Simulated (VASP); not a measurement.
**NbRh3Cl: single point with PBE**

Crystal: NbRh3Cl.

```
Nb Rh Cl
1.0
     4.29162    0.00000    0.00000
     0.00000    4.29162    0.00000
     0.00000    0.00000    4.29162
Nb Rh Cl
1 3 1
Cartesian
  2.1458 2.1458 2.1458
  0.0000 0.0000 2.1458
  2.1458 0.0000 0.0000
  0.0000 2.1458 0.0000
  0.0000 0.0000 0.0000
```

The cell was built from a structure type or drawn by symmetry, and may not be a known phase.

| Quantity | Value |
| --- | --- |
| Program | VASP 6.6.1 |
| Task | single point |
| Functional | PBE |
| Potentials or basis | VASP PAW PBE potentials, release 64 (Nb_sv, Rh_pv, Cl) |
| Cutoff | 520 eV |
| k mesh | 4 × 4 × 4 |
| Occupations | gaussian, width 0.1 eV |
| Spin | collinear spin, ferrimagnetic start |
| Starting moments | [0.0, -1.0, 1.0, 1.0, 0.0] μB |

```json
{
 "Pressure": "11.4 GPa",
 "Net moment": "-0.01 μB per cell",
 "Valence electrons inside the program's atomic spheres": "Nb 10.34; Rh 13.96; Cl 5.12"
}
```

Levels at points of the mesh, in eV from the Fermi level:
Spin up:
| k point | band 31 | band 32 | band 33 | band 34 | band 35 | band 36 |
| --- | --- | --- | --- | --- | --- | --- |
| (0.00, 0.00, 0.00) | -0.56 | -0.32 | 0.92 | 0.92 | 1.96 | 1.96 |
| (0.50, 0.00, 0.00) | -1.31 | -0.56 | -0.27 | -0.27 | 0.52 | 0.69 |
| (0.00, 0.00, 0.50) | -1.31 | -0.56 | -0.27 | -0.27 | 0.52 | 0.69 |
| (0.50, 0.50, 0.00) | -0.77 | -0.64 | 0.11 | 0.11 | 0.20 | 0.20 |
| (0.00, 0.50, 0.50) | -0.77 | -0.64 | 0.11 | 0.11 | 0.20 | 0.20 |
| (0.50, 0.50, 0.50) | -0.42 | -0.42 | 0.09 | 0.09 | 0.09 | 1.53 |
Spin down:
| k point | band 29 | band 30 | band 31 | band 32 | band 33 | band 34 | band 35 | band 36 | band 37 | band 38 |
| --- | --- | --- | --- | --- | --- | --- | --- | --- | --- | --- |
| (0.00, 0.00, 0.00) | -0.56 | -0.56 | -0.56 | -0.32 | 0.92 | 0.92 | 1.95 | 1.95 | 1.95 | 2.09 |
| (0.50, 0.00, 0.00) | -1.33 | -1.33 | -1.31 | -0.56 | -0.27 | -0.27 | 0.52 | 0.69 | 1.23 | 1.91 |
| (0.00, 0.00, 0.50) | -1.33 | -1.33 | -1.31 | -0.56 | -0.27 | -0.27 | 0.52 | 0.69 | 1.23 | 1.91 |
| (0.50, 0.50, 0.00) | -1.81 | -1.35 | -0.77 | -0.64 | 0.10 | 0.10 | 0.20 | 0.20 | 0.50 | 2.66 |
| (0.00, 0.50, 0.50) | -1.81 | -1.35 | -0.77 | -0.64 | 0.10 | 0.10 | 0.20 | 0.20 | 0.50 | 2.66 |
| (0.50, 0.50, 0.50) | -0.60 | -0.42 | -0.42 | -0.42 | 0.09 | 0.09 | 0.09 | 1.53 | 1.53 | 2.94 |

Run time: 2 min on 1 thread of Intel(R) Xeon(R) Platinum 8259CL CPU @ 2.50GHz (Skylake/Cascade Lake), on a shared host, peak memory 0.26 GiB.

Caveat: the k points lie up to 0.37 Å⁻¹ apart.
